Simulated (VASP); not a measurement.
# Sb (Pm-3m) in VASP: notebook

The runs below take Sb through single point, with r2SCAN.

Program: VASP 6.6.1. These are calculated values, not measurements. Logs are shortened: lines on timing, memory, paths and dates and some standing lists are left out, and cuts for length are marked.

**1. The cell of the first run**

The structure is cubic, space group Pm-3m (No. 221). Conventional cell: a = 3.117 Å, b = 3.117 Å, c = 3.117 Å, α = 90.00°, β = 90.00°, γ = 90.00°. Sb (site symmetry m-3m) has 6 Sb at 3.12 Å within 4.1 Å.

**2. Single point, r2SCAN**

File POSCAR:

```
Sb
1.0
    3.1172920620      0.0000000000      0.0000000000
    0.0000000000      3.1172920620      0.0000000000
    0.0000000000      0.0000000000      3.1172920620
Sb
1
Direct
    0.0000000000      0.0000000000      0.0000000000
```

File INCAR.step1:

```
SYSTEM = Sb
  PREC = Accurate
  ENCUT = 520
  ISMEAR = -1
  SIGMA = 0.05
  LREAL = .False.
  LASPH = .True.
  NELM = 60
  NBANDS = 8
  GGA = PE
  ALGO = Normal
  EDIFF = 1E-4
  LWAVE = .True.
  LCHARG = .False.
```

File INCAR.step2:

```
SYSTEM = Sb
  PREC = Accurate
  ENCUT = 520
  EDIFF = 1E-7
  ISMEAR = -1
  SIGMA = 0.05
  LREAL = .False.
  LASPH = .True.
  NELM = 60
  ALGO = Normal
  ISIF = 2
  LWAVE = .False.
  LCHARG = .False.
  METAGGA = R2SCAN
  LMIXTAU = .True.
  NBANDS = 8
  ISTART = 1
```

File KPOINTS:

```
Automatic mesh
0
Gamma
  8 8 8
  0 0 0
```

Potentials or basis: VASP PAW PBE potentials, release 64 (Sb).

Launch:

```console
> cat potpaw_PBE.64/Sb/POTCAR > POTCAR
> cp INCAR.step1 INCAR
> mpirun -np 1 vasp_std > vasp.out
> cp INCAR.step2 INCAR
> mpirun -np 1 vasp_std > vasp.out
```

OUTCAR:

```text
SYSTEM = Sb
   PREC = Accurate
   ENCUT = 520
   EDIFF = 1E-7
   ISMEAR = -1
   LREAL = .False.
   LASPH = .True.
   NELM = 60
   ISIF = 2
   METAGGA = R2SCAN
   ISTART = 1

 ion  position               nearest neighbor table
   1  0.000  0.000  0.000-

  LATTYP: Found a simple cubic cell.
 ALAT       =     3.1172920620

  Lattice vectors:

 A1 = (   3.1172920620,   0.0000000000,   0.0000000000)
 A2 = (   0.0000000000,   3.1172920620,   0.0000000000)
 A3 = (   0.0000000000,   0.0000000000,   3.1172920620)

Analysis of symmetry for initial positions (statically):
=====================================================================
 Subroutine PRICEL returns:
 Original cell was already a primitive cell.

 Routine SETGRP: Setting up the symmetry group for a
 simple cubic supercell.

 Subroutine GETGRP returns: Found 48 space group operations
 (whereof 48 operations were pure point group operations)
 out of a pool of 48 trial point group operations.

The static configuration has the point symmetry O_h .

Analysis of symmetry for dynamics (positions and initial velocities):
=====================================================================
 Subroutine PRICEL returns:
 Original cell was already a primitive cell.

 Routine SETGRP: Setting up the symmetry group for a
 simple cubic supercell.

 Subroutine GETGRP returns: Found 48 space group operations
 (whereof 48 operations were pure point group operations)
 out of a pool of 48 trial point group operations.

The dynamic configuration has the point symmetry O_h .

 Subroutine INISYM returns: Found 48 space group operations
 (whereof 48 operations are pure point group operations),
 and found     1 'primitive' translations

----------------------------------------------------------------------------------------

                                     Primitive cell

  volume of cell :      30.2923

  direct lattice vectors                    reciprocal lattice vectors
     3.117292062  0.000000000  0.000000000     0.320791244  0.000000000  0.000000000
     0.000000000  3.117292062  0.000000000     0.000000000  0.320791244  0.000000000
     0.000000000  0.000000000  3.117292062     0.000000000  0.000000000  0.320791244

  length of vectors
     3.117292062  3.117292062  3.117292062     0.320791244  0.320791244  0.320791244

  position of ions in fractional coordinates (direct lattice)
     0.000000000  0.000000000  0.000000000

  ion indices of the primitive-cell ions
   primitive index   ion index
                 1           1

----------------------------------------------------------------------------------------

 KPOINTS: Automatic mesh

Automatic generation of k-mesh.
 Grid dimensions read from file:
 generate k-points for:    8    8    8

 Generating k-lattice:

  Cartesian coordinates                     Fractional coordinates (reciprocal lattice)
     0.040098906  0.000000000  0.000000000     0.125000000  0.000000000  0.000000000
     0.000000000  0.040098906  0.000000000     0.000000000  0.125000000  0.000000000
     0.000000000  0.000000000  0.040098906     0.000000000  0.000000000  0.125000000

  Length of vectors
     0.040098906  0.040098906  0.040098906

  Shift w.r.t. Gamma in fractional coordinates (k-lattice)
     0.000000000  0.000000000  0.000000000

 Subroutine IBZKPT returns following result:
 ===========================================

 Found     35 irreducible k-points:

 Following reciprocal coordinates:
            Coordinates               Weight
  0.000000  0.000000  0.000000      1.000000
  0.125000  0.000000  0.000000      6.000000
  0.250000  0.000000  0.000000      6.000000
  0.375000  0.000000  0.000000      6.000000
  0.500000  0.000000  0.000000      3.000000
  0.125000  0.125000  0.000000     12.000000
[... 16 lines left out ...]
  0.375000  0.375000  0.125000     24.000000
  0.500000  0.375000  0.125000     24.000000
 [... further k-points ...]
   k-points           NKPTS =     35   k-points in BZ     NKDIM =     35   number of bands    NBANDS=      8
   number of dos      NEDOS =    301   number of ions     NIONS =      1
   total plane-waves  NPLWV =  13824
   dimension x,y,z NGX =    24 NGY =   24 NGZ =   24
   dimension x,y,z NGXF=    48 NGYF=   48 NGZF=   48
   ions per type =               1
   NGX,Y,Z   is equivalent  to a cutoff of  12.80, 12.80, 12.80 a.u.
   NGXF,Y,Z  is equivalent  to a cutoff of  25.60, 25.60, 25.60 a.u.
 SYSTEM =  Sb
   PREC   = accura    normal or accurate (medium, high low for compatibility)
   ISTART =      1    job   : 0-new  1-cont  2-samecut
   ICHARG =      0    charge: 1-file 2-atom 10-const
   ISPIN  =      1    spin polarized calculation?
   LNONCOLLINEAR =      F non collinear calculations
   LSORBIT =      F    spin-orbit coupling
   LASPH  =      T    aspherical Exc in radial PAW
   ENCUT  =  520.0 eV  38.22 Ry    6.18 a.u.   5.80  5.80  5.80*2*pi/ulx,y,z
   NELM   =     60;   NELMIN=  2; NELMDL=  0     # of ELM steps
   EDIFF  = 0.1E-06   stopping-criterion for ELM
   LREAL  =      F    real-space projection
   EDIFFG = 0.1E-05   stopping-criterion for IOM
   NSW    =      0    number of steps for IOM
   IBRION =     -1    ionic relax: 0-MD 1-quasi-New 2-CG
   NFREE  =      0    steps in history (QN), initial steepest desc. (CG)
   ISIF   =      2    stress and relaxation
   ISYM   =      2    0-nonsym 1-usesym 2-fastsym
   POTIM  = 0.5000    time-step for ionic-motion
   TEBEG  =    0.0;   TEEND  =   0.0 temperature during run
   PSTRESS=    0.0 pullay stress
   NELECT =       5.0000    total number of electrons
   NUPDOWN=      -1.0000    fix difference up-down
   EMIN   =  10.00;   EMAX   =-10.00  energy-range for DOS
   EFERMI =   0.00;   METHOD = LEGACY
   ISMEAR =    -1;   SIGMA  =   0.05  broadening in eV -4-tet -1-fermi 0-gaus
   EFERMI_NEDOS =   21; number of points for ismear=-14 and -15
   IALGO  =     38    algorithm
   IMIX   =      4    mixing-type and parameters
     AMIX     =   0.40;   BMIX     =  1.00
     AMIX_MAG =   1.60;   BMIX_MAG =  1.00
  volume/ion in A,a.u.               =      30.29       204.42
  Fermi-wavevector in a.u.,A,eV,Ry     =   0.898023  1.697017 10.972348  0.806445
  Thomas-Fermi vector in A             =   2.020680
   LORBIT       =      0    0 simple, 1 ext, 2 COOP (PROOUT), +10 PAW based schemes
   METAGGA = R2SCAN    functional components
   LHFCALC =     F    Hartree Fock is set to
   AEXX    =    0.0000 exact exchange contribution
   IVDW    =     0    specifies the selected vdW correction
   LEPSILON=     F    determine dielectric tensor
   LRPA    =     F    only Hartree local field effects (RPA)
 non-spin polarized calculation
  energy-cutoff  :      520.00
  volume of cell :       30.29
 maximum number of plane-waves:       840
 NGX is ok and might be reduce to    24
   NGX = 11   NGY = 11   NGZ = 11

 number of electron       5.0000000 magnetization

 Free energy of the ion-electron system (eV)
  ---------------------------------------------------
  ext. energy  EPLUGINS =         0.00000000
  ---------------------------------------------------
  free energy    TOTEN  =       -25.61633267 eV

  energy without entropy =      -25.60902827  energy(sigma->0) =      -25.61268047

 E-fermi :   6.8107     XC(G=0): -10.0450

 val. band max:        6.8022193105   @ k =   0.3750   0.2500   0.1250
 cond. band min:       7.0291672756   @ k =   0.3750   0.2500   0.2500
 fundamental gap:      0.2269479651
 Fermi energy:         6.8107376791

 k-point     1 :       0.0000    0.0000    0.0000
  band No.  band energies     occupation
      1      -5.9930      2.00000
      2      10.2608      0.00000
      3      10.2608      0.00000
      4      10.2608      0.00000
      5      14.0970      0.00000
      6      14.0970      0.00000
      7      15.9012      0.00000
      8      25.2304      0.00000

 k-point     2 :       0.1250    0.0000    0.0000
  band No.  band energies     occupation
      1      -5.7585      2.00000
      2       7.9852      0.00000
      3      10.4901      0.00000
      4      10.4901      0.00000
      5      14.2819      0.00000
      6      15.2397      0.00000
      7      17.5420      0.00000
      8      23.6297      0.00000

 k-point     3 :       0.2500    0.0000    0.0000
  band No.  band energies     occupation
      1      -5.0800      2.00000
      2       4.8409      2.00000
      3      11.1198      0.00000
      4      11.1198      0.00000
      5      14.8209      0.00000
      6      16.0226      0.00000
      7      21.1567      0.00000
      8      21.4096      0.00000

 k-point     4 :       0.3750    0.0000    0.0000
  band No.  band energies     occupation
      1      -4.1020      2.00000
      2       2.2690      2.00000
      3      11.9203      0.00000
      4      11.9203      0.00000
      5      15.6191      0.00000
      6      17.0738      0.00000
      7      19.5818      0.00000
      8      19.5818      0.00000

 k-point     5 :       0.5000    0.0000    0.0000
  band No.  band energies     occupation
      1      -3.4798      2.00000
      2       1.1027      2.00000
      3      12.3418      0.00000
      4      12.3418      0.00000
      5      16.1593      0.00000
      6      18.1561      0.00000
      7      18.8092      0.00000
      8      18.8092      0.00000
[... 177 lines left out ...]
 k-point    22 :       0.5000    0.2500    0.1250
  band No.  band energies     occupation
      1      -2.2962      2.00000
      2       2.1434      2.00000
      3       7.2758      0.00018
      4      11.1810      0.00000
      5      12.6579      0.00000
      6      16.2560      0.00000
      7      19.9956      0.00000
      8      20.9768      0.00000

 k-point    23 :       0.3750    0.3750    0.1250
  band No.  band energies     occupation
      1      -1.9181      2.00000
      2       3.9455      2.00000
      3       4.3871      2.00000
      4      11.2932      0.00000
      5      11.6702      0.00000
      6      17.8457      0.00000
      7      18.1337      0.00000
      8      20.8797      0.00000

 k-point    24 :       0.5000    0.3750    0.1250
  band No.  band energies     occupation
      1      -1.2452      2.00000
      2       2.9328      2.00000
      3       4.6325      2.00000
      4      10.5062      0.00000
      5      12.0366      0.00000
      6      17.1215      0.00000
      7      18.5470      0.00000
      8      21.4996      0.00000

 [... further k-points ...]
[... 5 lines left out ...]
  --------------------------------------------------------------------------------------
  -------------------------------------------------------------------------------------
  Total       -0.2279781     -0.2279781     -0.2279781      0.0000000      0.0000000      0.0000000
  in kB      -12.0578901    -12.0578901    -12.0578901      0.0000000      0.0000000      0.0000000
  external PRESSURE =     -12.0578901 kB  Pullay stress =       0.0000000 kB

 VOLUME and BASIS-vectors are now :
 -----------------------------------------------------------------------------
  energy-cutoff  :      520.00
  volume of cell :       30.29
      direct lattice vectors                 reciprocal lattice vectors
     3.117292062  0.000000000  0.000000000     0.320791244  0.000000000  0.000000000
     0.000000000  3.117292062  0.000000000     0.000000000  0.320791244  0.000000000
     0.000000000  0.000000000  3.117292062     0.000000000  0.000000000  0.320791244

 POSITION                                       TOTAL-FORCE (eV/Angst)
 -----------------------------------------------------------------------------------
      0.00000      0.00000      0.00000         0.000000      0.000000      0.000000
 -----------------------------------------------------------------------------------
    total drift:                               -0.000000     -0.000000      0.000000

  FREE ENERGIE OF THE ION-ELECTRON SYSTEM (eV)
  ---------------------------------------------------
  free  energy   TOTEN  =       -25.6163326683 eV

  energy  without entropy=      -25.6090282723  energy(sigma->0) =      -25.61268047
```

It took 16 s on 1 thread of AMD EPYC 9R45 (Zen 5), shared host; peak memory 0.11 GiB.

What came out:

- Free energy: -25.6163 eV
- Pressure: -1.2 GPa

Caveat: the PAW data sets were made with another functional, which shifts forces and pressure a little; spin-orbit coupling is left out, which moves the levels of the heavy elements.

**3. Single point, r2SCAN**

This run uses another cell than the first one, of 30.92 Å³/atom, 1.021 times its volume.

File POSCAR:

```
Sb
1.0
    3.1387913073      0.0000000000      0.0000000000
    0.0000000000      3.1387913073      0.0000000000
    0.0000000000      0.0000000000      3.1387913073
Sb
1
Direct
    0.0000000000      0.0000000000      0.0000000000
```

File INCAR.step1:

```
PREC = Accurate ; ENCUT = 520
ISMEAR = -1 ; SIGMA = 0.05
LREAL = False ; LASPH = True
NELM = 80 ; NBANDS = 8
GGA = PE ; ALGO = Normal
EDIFF = 1E-4 ; LWAVE = True
LCHARG = False
```

File INCAR.step2:

```
PREC = Accurate ; ENCUT = 520
EDIFF = 1E-7 ; ISMEAR = -1
SIGMA = 0.05 ; LREAL = False
LASPH = True ; NELM = 80
ALGO = Normal ; ISIF = 2
LWAVE = False ; LCHARG = False
METAGGA = R2SCAN ; LMIXTAU = True
NBANDS = 8 ; ISTART = 1
```

File KPOINTS:

```
regular mesh
0
Gamma
  8 8 8
```

Potentials or basis: VASP PAW PBE potentials, release 64 (Sb).

Launch:

```console
> cat potpaw_PBE.64/Sb/POTCAR > POTCAR
> cp INCAR.step1 INCAR
> mpirun -np 1 vasp_std > vasp.out
> cp INCAR.step2 INCAR
> mpirun -np 1 vasp_std > vasp.out
```

OUTCAR:

```text
PREC = Accurate
   ENCUT = 520
   EDIFF = 1E-7
   ISMEAR = -1
   LREAL = False
   LASPH = True
   NELM = 80
   ISIF = 2
   METAGGA = R2SCAN
   ISTART = 1

 ion  position               nearest neighbor table
   1  0.000  0.000  0.000-

  LATTYP: Found a simple cubic cell.
 ALAT       =     3.1387913073

  Lattice vectors:

 A1 = (   3.1387913073,   0.0000000000,   0.0000000000)
 A2 = (   0.0000000000,   3.1387913073,   0.0000000000)
 A3 = (   0.0000000000,   0.0000000000,   3.1387913073)

Analysis of symmetry for initial positions (statically):
=====================================================================
 Subroutine PRICEL returns:
 Original cell was already a primitive cell.

 Routine SETGRP: Setting up the symmetry group for a
 simple cubic supercell.

 Subroutine GETGRP returns: Found 48 space group operations
 (whereof 48 operations were pure point group operations)
 out of a pool of 48 trial point group operations.

The static configuration has the point symmetry O_h .

[... 159 lines left out ...]

 val. band max:        6.5465048977   @ k =   0.3750   0.2500   0.1250
 cond. band min:       6.7806586739   @ k =   0.3750   0.2500   0.2500
 fundamental gap:      0.2341537762
 Fermi energy:         6.5549923664

 k-point     1 :       0.0000    0.0000    0.0000
  band No.  band energies     occupation
      1      -6.0895      2.00000
      2       9.9484      0.00000
      3       9.9484      0.00000
      4       9.9484      0.00000
      5      13.8232      0.00000
      6      13.8232      0.00000
      7      15.5088      0.00000
      8      24.8533      0.00000
[... 243 lines left out ...]
 k-point    24 :       0.5000    0.3750    0.1250
  band No.  band energies     occupation
      1      -1.4788      2.00000
      2       2.7778      2.00000
      3       4.4200      2.00000
      4      10.3062      0.00000
      5      11.6414      0.00000
      6      16.8298      0.00000
      7      18.2154      0.00000
      8      21.0830      0.00000

 [... further k-points ...]

------------------------ aborting loop because EDIFF is reached ----------------------------------------

  FORCE on cell =-STRESS in cart. coord.  units (eV):
  Direction    XX          YY          ZZ          XY          YZ          ZX
  --------------------------------------------------------------------------------------
  -------------------------------------------------------------------------------------
  Total       -0.4503710     -0.4503710     -0.4503710      0.0000000     -0.0000000      0.0000000
  in kB      -23.3342414    -23.3342414    -23.3342414      0.0000000     -0.0000000      0.0000000
  external PRESSURE =     -23.3342414 kB  Pullay stress =       0.0000000 kB

 VOLUME and BASIS-vectors are now :
 -----------------------------------------------------------------------------
  energy-cutoff  :      520.00
  volume of cell :       30.92
      direct lattice vectors                 reciprocal lattice vectors
     3.138791307  0.000000000  0.000000000     0.318593975  0.000000000  0.000000000
     0.000000000  3.138791307  0.000000000     0.000000000  0.318593975  0.000000000
     0.000000000  0.000000000  3.138791307     0.000000000  0.000000000  0.318593975

 POSITION                                       TOTAL-FORCE (eV/Angst)
 -----------------------------------------------------------------------------------
      0.00000      0.00000      0.00000         0.000000      0.000000      0.000000
 -----------------------------------------------------------------------------------
    total drift:                                0.000000     -0.000000     -0.000000

  FREE ENERGIE OF THE ION-ELECTRON SYSTEM (eV)
  ---------------------------------------------------
  free  energy   TOTEN  =       -25.6093166951 eV

  energy  without entropy=      -25.6020577635  energy(sigma->0) =      -25.60568723
```

Wall time 16 s (1 thread of AMD EPYC 9R45 (Zen 5), shared host); peak memory 0.11 GiB.

Results:

```
Free energy : -25.6093 eV
Pressure    : -2.3 GPa
```

Caveat: the PAW data sets were made with another functional, which shifts forces and pressure a little; spin-orbit coupling is left out, which moves the levels of the heavy elements.

**4. Single point, r2SCAN**

This run uses another cell than the first one, of 31.55 Å³/atom, 1.042 times its volume.

File POSCAR:

```
Sb
1.0
    3.1600000000      0.0000000000      0.0000000000
    0.0000000000      3.1600000000      0.0000000000
    0.0000000000      0.0000000000      3.1600000000
Sb
1
Direct
    0.0000000000      0.0000000000      0.0000000000
```

File INCAR.step1:

```
SYSTEM = Sb
  PREC = Accurate
  ENCUT = 520
  ISMEAR = -1
  SIGMA = 0.05
  LREAL = .FALSE.
  LASPH = .TRUE.
  NELM = 80
  NBANDS = 8
  GGA = PE
  ALGO = Normal
  EDIFF = 1E-4
  LWAVE = .TRUE.
  LCHARG = .FALSE.
```

File INCAR.step2:

```
SYSTEM = Sb
  PREC = Accurate
  ENCUT = 520
  EDIFF = 1E-6
  ISMEAR = -1
  SIGMA = 0.05
  LREAL = .FALSE.
  LASPH = .TRUE.
  NELM = 80
  ALGO = Normal
  ISIF = 2
  LWAVE = .FALSE.
  LCHARG = .FALSE.
  METAGGA = R2SCAN
  LMIXTAU = .TRUE.
  NBANDS = 8
  ISTART = 1
```

File KPOINTS:

```
regular mesh
0
G
  8 8 8
  0 0 0
```

Launch:

```console
> cat potpaw_PBE.64/Sb/POTCAR > POTCAR
> cp INCAR.step1 INCAR
> mpirun -np 1 vasp_std > vasp.out
> cp INCAR.step2 INCAR
> mpirun -np 1 vasp_std > vasp.out
```

It took 13 s on 1 thread of AMD EPYC 9R45 (Zen 5), shared host; peak memory 0.11 GiB.

The run converged. Its results:

- Free energy: -25.5981 eV
- Pressure: -3.3 GPa

Levels at points of the mesh, in eV from the Fermi level:
| k point | band 1 | band 2 | band 3 | band 4 | band 5 | band 6 | band 7 |
| --- | --- | --- | --- | --- | --- | --- | --- |
| (0.00, 0.00, 0.00) | -12.49 | 3.34 | 3.34 | 3.34 | 7.25 | 7.25 | 8.82 |
| (0.50, 0.00, 0.00) | -10.13 | -5.43 | 5.28 | 5.28 | 9.24 | 11.22 | 11.87 |
| (0.50, 0.50, 0.00) | -7.60 | -3.48 | -3.48 | 2.74 | 7.26 | 13.10 | 13.73 |
| (0.50, 0.50, 0.50) | -4.75 | -1.64 | -1.64 | -1.64 | 5.32 | 5.32 | 5.32 |

Caveat: the PAW data sets were made with another functional, which shifts forces and pressure a little; spin-orbit coupling is left out, which moves the levels of the heavy elements.

**5. Summary**

| cell | gap on the mesh (eV) | pressure (GPa) |
| --- | --- | --- |
| a = 3.117 Å, 1 atom | none | -1.2 |
| a = 3.139 Å, 1 atom | none | -2.3 |
| a = 3.160 Å, 1 atom | none | -3.3 |

Alike in all rows: task single point; level r2SCAN; potentials or basis VASP PAW PBE potentials, release 64 (Sb); no spin polarisation; k mesh 8 × 8 × 8; cutoff (eV) 520; smearing fermi-dirac 0.05 eV.

Caveats: the PAW data sets were made with another functional, which shifts forces and pressure a little; spin-orbit coupling is left out, which moves the levels of the heavy elements.

Absolute energies hang on the potentials; compare differences alone.
